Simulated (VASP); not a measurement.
Runs of VASP 6.6.1 on MgS. Symmetry: P6_3mc, No. 186, hexagonal system. Conventional cell: a = 4.029 Å, b = 4.029 Å, c = 6.454 Å, α = 90.00°, β = 90.00°, γ = 120.00°. Mg (site symmetry 3m) has 4 S at 2.45 to 2.46 Å within 3.2 Å. Within 3.2 Å of S (site symmetry 3m) lie 4 Mg at 2.45 to 2.46 Å. 

| level | potentials or basis | k mesh | grid for exact exchange (PRECFOCK) | share of exact exchange | screening parameter | gap on the mesh (eV) | pressure (GPa) |
| --- | --- | --- | --- | --- | --- | --- | --- |
| LDA | VASP PAW LDA potentials, release 64 (Mg, S) | 6 × 6 × 4 | - | - | - | 3.19 | -2.4 |
| PBE | VASP PAW PBE potentials, release 64 (Mg, S) | 6 × 6 × 4 | - | - | - | 3.47 | 0.9 |
| r2SCAN | VASP PAW PBE potentials, release 64 (Mg, S) | 6 × 6 × 4 | - | - | - | (c) | -0.3 |
| HSE06 | VASP PAW PBE potentials, release 64 (Mg, S) | 6 × 6 × 2 | Normal | 0.25 | 0.2079 1/Å | (a) | (b) |

Alike in all rows: task single point; no spin polarisation; cell as given; cutoff (eV) 520; smearing gaussian 0.01 eV.

Task: Fill in the values left out.

Result: (a) 4.52; (b) -0.2; (c) 4.13.

Caveats: some runs use coarse meshes; the PAW data sets were made with another functional, which shifts forces and pressure a little (at least some runs).

